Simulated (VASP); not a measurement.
# Li2H7 (C2/m) in VASP: relaxation of cell and atoms with PBE

Aim: the relaxation of cell and atoms of Li2H7 with PBE.

All numbers are computed with VASP 6.6.1; they aren't measurements. Logs are shortened: lines on timing, memory, paths and dates and some standing lists are left out, and cuts for length are marked.

## Step 1: The cell of the first run

The structure is monoclinic, space group C2/m (No. 12). The conventional cell has a = 4.447 Å, b = 4.970 Å, c = 5.549 Å, α = 90.00°, β = 103.77°, γ = 90.00°. Li (site symmetry m) has 14 H at 1.93 to 2.73 Å and 1 Li at 2.28 Å within 2.8 Å. Within 2.3 Å of H (site symmetry -1) lie 4 H at 1.67 to 2.22 Å and 4 Li at 1.93 to 2.10 Å. H (site symmetry 1) has 1 H at 0.83 Å within 1.1 Å. H (site symmetry 2/m) has 4 H at 1.67 Å within 2.2 Å.

The cell was generated, and may not be a known phase.

## Step 2: Relaxation of cell and atoms, PBE

File INCAR:

```
SYSTEM = Li2H7
PREC = Accurate
ENCUT = 910
EDIFF = 1E-7
ISMEAR = 0
SIGMA = 0.1
LREAL = .False.
LASPH = .True.
NELM = 120
ALGO = Normal
ISIF = 3
LWAVE = .False.
LCHARG = .False.
GGA = PE
IBRION = 2
NSW = 100
EDIFFG = -0.01
GGA_COMPAT = .False.
NELMIN = 4
```

File KPOINTS:

```
regular mesh
0
Gamma
  12 12 8
  0 0 0
```

File POSCAR:

```
Li2H7
1.0
    2.2235284196     -2.4849615868      0.0000000000
    2.2235284196      2.4849615868      0.0000000000
   -1.3206163146      0.0000000000      5.3893666887
Li H
2 7
Direct
    0.9735708745      0.9735708745      0.2907796325
    0.0264291255      0.0264291255      0.7092203675
    0.5000000000      0.0000000000      0.5000000000
    0.0000000000      0.5000000000      0.5000000000
    0.6454762564      0.8124550020      0.9475024412
    0.8124550020      0.6454762564      0.9475024412
    0.3545237436      0.1875449980      0.0524975588
    0.1875449980      0.3545237436      0.0524975588
    0.5000000000      0.5000000000      0.5000000000
```

Potentials or basis: VASP PAW PBE potentials, release 64 (Li_sv, H_h).

Run with:

```
> cat potpaw_PBE.64/Li_sv/POTCAR potpaw_PBE.64/H_h/POTCAR > POTCAR
> mpirun -np 1 vasp_std > vasp.out
```

OUTCAR:

```text
SYSTEM = Li2H7
   PREC = Accurate
   ENCUT = 910
   EDIFF = 1E-7
   ISMEAR = 0
   LREAL = .False.
   LASPH = .True.
   NELM = 120
   ISIF = 3
   GGA = PE
   IBRION = 2
   NSW = 100
   EDIFFG = -0.01
   NELMIN = 4

 ion  position               nearest neighbor table
   1  0.974  0.974  0.291-   2 2.28
   2  0.026  0.026  0.709-   1 2.28
   3  0.500  0.000  0.500-
   4  0.000  0.500  0.500-
   5  0.645  0.812  0.948-   6 0.83
   6  0.812  0.645  0.948-   5 0.83
   7  0.355  0.188  0.052-   8 0.83
   8  0.188  0.355  0.052-   7 0.83
   9  0.500  0.500  0.500-

  LATTYP: Found a base centered monoclinic cell.
 ALAT       =     4.4470568392
 B/A-ratio  =     1.1175758155
 C/A-ratio  =     1.2477490062
 COS(beta)  =    -0.2379998839

  Lattice vectors:

 A1 = (   2.2235284196,  -2.4849615868,   0.0000000000)
 A2 = (   2.2235284196,   2.4849615868,   0.0000000000)
 A3 = (  -1.3206163146,   0.0000000000,   5.3893666887)

Analysis of symmetry for initial positions (statically):
=====================================================================
 Subroutine PRICEL returns:
 Original cell was already a primitive cell.

 Routine SETGRP: Setting up the symmetry group for a
 base centered monoclinic supercell.

 Subroutine GETGRP returns: Found  4 space group operations
 (whereof  4 operations were pure point group operations)
 out of a pool of  4 trial point group operations.

The static configuration has the point symmetry C_2h.

Analysis of symmetry for dynamics (positions and initial velocities):
=====================================================================
 Subroutine PRICEL returns:
 Original cell was already a primitive cell.

 Routine SETGRP: Setting up the symmetry group for a
 base centered monoclinic supercell.

 Subroutine GETGRP returns: Found  4 space group operations
 (whereof  4 operations were pure point group operations)
 out of a pool of  4 trial point group operations.

The dynamic configuration has the point symmetry C_2h.

 Subroutine INISYM returns: Found  4 space group operations
 (whereof  4 operations are pure point group operations),
 and found     1 'primitive' translations

----------------------------------------------------------------------------------------

                                     Primitive cell

  volume of cell :      59.5566

  direct lattice vectors                    reciprocal lattice vectors
     2.223528420 -2.484961587  0.000000000     0.224867825 -0.201210354  0.055101858
[... 136 lines left out ...]
 maximum number of plane-waves:      3736
 NGX is ok and might be reduce to    36
   NGX = 17   NGY = 17   NGZ = 27

--------------------------------------- Ionic step        1  -------------------------------------------

 number of electron      12.9999999 magnetization

 Free energy of the ion-electron system (eV)
  ---------------------------------------------------
  ext. energy  EPLUGINS =         0.00000000
  ---------------------------------------------------
  free energy    TOTEN  =       -25.09996910 eV

  energy without entropy =      -25.09504631  energy(sigma->0) =      -25.09750771

------------------------ aborting loop because EDIFF is reached ----------------------------------------

  FORCE on cell =-STRESS in cart. coord.  units (eV):
  Direction    XX          YY          ZZ          XY          YZ          ZX
  --------------------------------------------------------------------------------------
  -------------------------------------------------------------------------------------
  Total        0.2220996      0.0027405     -0.3733623      0.0000000      0.0000000      0.0279604
  in kB        5.9748671      0.0737243    -10.0440981      0.0000000      0.0000000      0.7521846
  external PRESSURE =      -1.3318356 kB  Pullay stress =       0.0000000 kB
[... 110 lines left out ...]
  FREE ENERGIE OF THE ION-ELECTRON SYSTEM (eV)
  ---------------------------------------------------
  free  energy   TOTEN  =       -25.1015176294 eV

  energy  without entropy=      -25.0969327023  energy(sigma->0) =      -25.09922517

[... ionic steps 4 to 30 ...]

--------------------------------------- Ionic step       31  -------------------------------------------

 number of electron      13.0000001 magnetization

------------------------ aborting loop because EDIFF is reached ----------------------------------------
[... 81 lines left out ...]
--------------------------------------- Ionic step       33  -------------------------------------------

 number of electron      13.0000001 magnetization

 Free energy of the ion-electron system (eV)
  ---------------------------------------------------
  ext. energy  EPLUGINS =         0.00000000
  ---------------------------------------------------
  free energy    TOTEN  =       -25.10638173 eV

  energy without entropy =      -25.10197610  energy(sigma->0) =      -25.10417891

 E-fermi :   1.8102     XC(G=0):  -8.2918

 val. band max:        1.8099581840   @ k =  -0.4167   0.2500   0.5000
 cond. band min:       1.8113117587   @ k =  -0.1667  -0.4167   0.3750
 fundamental gap:      0.0013535747
 Fermi energy:         1.8102152388

 k-point     1 :       0.0000    0.0000    0.0000
  band No.  band energies     occupation
      1     -45.5586      2.00000
      2     -45.4988      2.00000
      3      -9.9004      2.00000
      4      -6.1988      2.00000
      5      -4.7884      2.00000
      6       1.8447      0.62535
      7       2.6851      0.00000
      8       4.4876      0.00000
      9       5.1278      0.00000
     10       7.3835      0.00000
     11       8.1314      0.00000
[... 309 lines left out ...]
 k-point    24 :      -0.4167    0.1667    0.0000
  band No.  band energies     occupation
      1     -45.5554      2.00000
      2     -45.4970      2.00000
      3      -8.0970      2.00000
      4      -6.8457      2.00000
      5      -4.3251      2.00000
      6      -1.7260      2.00000
      7       2.3927      0.00000
      8       3.6766      0.00000
      9       4.3022      0.00000
     10       5.2972      0.00000
     11       7.0547      0.00000

 [... further k-points ...]

------------------------ aborting loop because EDIFF is reached ----------------------------------------

  FORCE on cell =-STRESS in cart. coord.  units (eV):
  Direction    XX          YY          ZZ          XY          YZ          ZX
  --------------------------------------------------------------------------------------
  -------------------------------------------------------------------------------------
  Total        0.0011989     -0.0313235      0.0014725      0.0000000      0.0000000     -0.0071323
  in kB        0.0319045     -0.8335385      0.0391847      0.0000000      0.0000000     -0.1897945
  external PRESSURE =      -0.2541498 kB  Pullay stress =       0.0000000 kB
[... 24 lines left out ...]
  FREE ENERGIE OF THE ION-ELECTRON SYSTEM (eV)
  ---------------------------------------------------
  free  energy   TOTEN  =       -25.1063817291 eV

  energy  without entropy=      -25.1019761005  energy(sigma->0) =      -25.10417891

 reached required accuracy - stopping structural energy minimisation
```

Run time: 41 min. Hardware: 1 thread of Intel Xeon 6975P-C (Granite Rapids), shared host; peak memory 0.56 GiB.

Results:

- Free energy: -25.1064 eV
- Relaxed volume: 6.69 Å³/atom
- Relaxed cell: a = 3.374 Å, b = 3.374 Å, c = 5.504 Å, α = 100.02°, β = 100.02°, γ = 95.76°
- Space group after relaxing (to 0.1 Å): C2/m (No. 12)
- Energy gained by relaxing: 0.7 meV/atom
- Ionic steps: 33
- Pressure after relaxing: 0.0 GPa
- Largest force after relaxing: 0.010 eV/Å
- Band gap on the k mesh: zero (an odd number of electrons rules out a gap without spin polarisation)

Forces in eV/Å, atoms in the order of the input:
```
Li  -0.001  0.000 -0.009
Li   0.001  0.000  0.009
H    0.000  0.000  0.000
H    0.000  0.000  0.000
H    0.004  0.002  0.009
H    0.004 -0.002  0.009
H   -0.004 -0.002 -0.009
H   -0.004  0.002 -0.009
H    0.000  0.000  0.000
```

Step by step:
```
step  energy change (eV)  largest force (eV/Å)  pressure (GPa)  volume (Å³)
   1              0.0000                0.0565           -0.13        59.56
   2             -0.0013                0.0342            0.06        59.51
   3             -0.0015                0.0941            0.21        59.47
   4             -0.0023                0.0802            0.19        59.47
   5             -0.0037                0.0396            0.14        59.47
   6             -0.0035                0.0890            0.04        59.46
   7             -0.0041                0.0525            0.10        59.47
   8             -0.0043                0.0473            0.07        59.49
   9             -0.0047                0.0325           -0.01        59.55
  10             -0.0049                0.0291           -0.16        59.66
  11             -0.0050                0.0294           -0.07        59.64
  12             -0.0050                0.0279           -0.09        59.65
  13             -0.0051                0.0247           -0.07        59.61
  14             -0.0054                0.0172           -0.02        59.51
  15             -0.0055                0.0227            0.09        59.30
  16             -0.0056                0.0165            0.12        59.28
  17             -0.0057                0.0265            0.16        59.26
  18             -0.0057                0.0158            0.14        59.28
  19             -0.0058                0.0137            0.07        59.30
  20             -0.0058                0.0107            0.07        59.32
  21             -0.0059                0.0109            0.06        59.38
  22             -0.0058                0.0268            0.06        59.49
  23             -0.0059                0.0150            0.06        59.41
  24             -0.0059                0.0153            0.04        59.45
  25             -0.0060                0.0209           -0.04        59.56
  26             -0.0060                0.0175           -0.03        59.59
  27             -0.0061                0.0158           -0.03        59.68
  28             -0.0062                0.0222           -0.01        59.85
  29             -0.0062                0.0158           -0.03        59.90
  30             -0.0063                0.0144           -0.08        60.06
  31             -0.0063                0.0108           -0.06        60.10
  32             -0.0064                0.0161           -0.02        60.17
  33             -0.0064                0.0098           -0.03        60.21
```

Final structure:
```yaml
crystal:
  lattice:
    - [2.26281, -2.50259, -0.01770]
    - [2.26281, 2.50259, -0.01770]
    - [-1.38560, 0.00000, 5.32686]
  atoms:
    - { symbol: Li, position: [0.99463, 0.99463, 0.29253] }
    - { symbol: Li, position: [0.00537, 0.00537, 0.70747] }
    - { symbol: H, position: [0.50000, 0.00000, 0.50000] }
    - { symbol: H, position: [0.00000, 0.50000, 0.50000] }
    - { symbol: H, position: [0.64552, 0.80980, 0.94592] }
    - { symbol: H, position: [0.80980, 0.64552, 0.94592] }
    - { symbol: H, position: [0.35448, 0.19020, 0.05408] }
    - { symbol: H, position: [0.19020, 0.35448, 0.05408] }
    - { symbol: H, position: [0.50000, 0.50000, 0.50000] }
```
